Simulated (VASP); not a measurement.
Runs of VASP 6.6.1 on Bi. The structure is cubic, space group Fm-3m (No. 225). The conventional cell has a = 5.070 Å, b = 5.070 Å, c = 5.070 Å, α = 90.00°, β = 90.00°, γ = 90.00°. Within 4.7 Å of Bi (site symmetry m-3m) lie 12 Bi at 3.58 Å. This isn't the form of Bi at room conditions, which is rhombohedral.

| level | k mesh | cutoff (eV) | gap on the mesh (eV) | pressure (GPa) |
| --- | --- | --- | --- | --- |
| r2SCAN | 6 × 6 × 6 | 550 | none | (a) |
| revPBE | 6 × 6 × 6 | 500 | none | -0.6 |
| revPBE | 9 × 9 × 9 | 500 | none | -0.5 |
| r2SCAN | 6 × 6 × 6, shifted | 550 | none | -2.4 |

Alike in all rows: task single point; potentials or basis VASP PAW PBE potentials, release 64 (Bi_d); no spin polarisation; cell as given; smearing gaussian 0.1888 eV.

Q: Estimate the missing entries.

A: (a) -2.3.

Caveats: the PAW data sets were made with another functional, which shifts forces and pressure a little; spin-orbit coupling is left out, which moves the levels of the heavy elements.

A k mesh can miss the band edges, and the runs leave out spin-orbit coupling on Bi.

A gap of «none» marks levels without a gap at the run's occupations.
